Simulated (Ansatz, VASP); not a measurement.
# One calculation of Cr, two programs

Contents of INCAR:

```
PREC = Accurate
ENCUT = 600
EDIFF = 1E-7
ISMEAR = 0
SIGMA = 0.1
LREAL = F
LASPH = T
NELM = 80
ALGO = Normal
ISIF = 3
LWAVE = F
LCHARG = F
GGA = PE
IBRION = 2
NSW = 90
EDIFFG = -0.04
```

KPOINTS

```
Automatic mesh
0
Gamma
  9 9 2
```

POSCAR

```
Cr
1.0
    2.6071718112      0.0000000000      0.0000000000
   -1.3035859056      2.2578770205      0.0000000000
    0.0000000000      0.0000000000      8.2427905845
Cr
4
Direct
    0.3333333333      0.6666666667      0.3778532147
    0.6666666667      0.3333333333      0.8778532147
    0.6666666667      0.3333333333      0.6221467853
    0.3333333333      0.6666666667      0.1221467853
```

Input for Ansatz:

```yaml
crystal:
  lattice:
    - [2.6071718112, 0.0, 0.0]
    - [-1.3035859056, 2.2578770205, 0.0]
    - [0.0, 0.0, 8.2427905845]
  atoms:
    - { symbol: Cr, position: [0.3333333333, 0.6666666667, 0.3778532147] }
    - { symbol: Cr, position: [0.6666666667, 0.3333333333, 0.8778532147] }
    - { symbol: Cr, position: [0.6666666667, 0.3333333333, 0.6221467853] }
    - { symbol: Cr, position: [0.3333333333, 0.6666666667, 0.1221467853] }
basis:
  ecutwfc: 420
kpoints:
  mp_grid: { grid: [9, 9, 2] }
hamiltonian:
  xc: pbe
scf:
  occupations: { method: gaussian, width: 0.1 }
  lower_state_search: "off"
output:
  forces: true
  stress: true
  eigenvalues: true
relax:
  adjacent_minimum: "off"
  f_tol: 0.04
  max_steps: 70
  cell: { stress_tol: 0.4 }
```

Alike in both runs: task relaxation of cell and atoms; functional PBE; k mesh 9 × 9 × 2; occupations gaussian, width 0.1 eV; no spin polarisation.

```csv
,VASP,Ansatz
version,VASP 6.6.1,Ansatz 0.2.0
potentials or method,"VASP PAW PBE potentials, release 64 (Cr_pv), cutoff 600 eV","scalar-relativistic, plane waves, PAW"
valence electrons in the cell,48,56
```

```tsv
	VASP	Ansatz	Ansatz less VASP
gap on the k mesh at the Fermi level, each at its own relaxed structure (eV)	none	none	-
relaxed volume (Å³/atom)	12.16	12.15	-0.011
relaxed length of the cell vector where the two differ most in proportion (Å)	8.265	8.221	-0.0443
```

A gap of «none» marks a metal or a gap that the smearing closes. VASP's potentials hold 48 valence electrons a cell and Ansatz's 56, so a difference there can come from the potentials and not from the codes.

The k mesh is coarse, so the values compare programs but aren't converged. Noted on VASP's run: too few bands were computed for a metal, which touches its energy and stress.
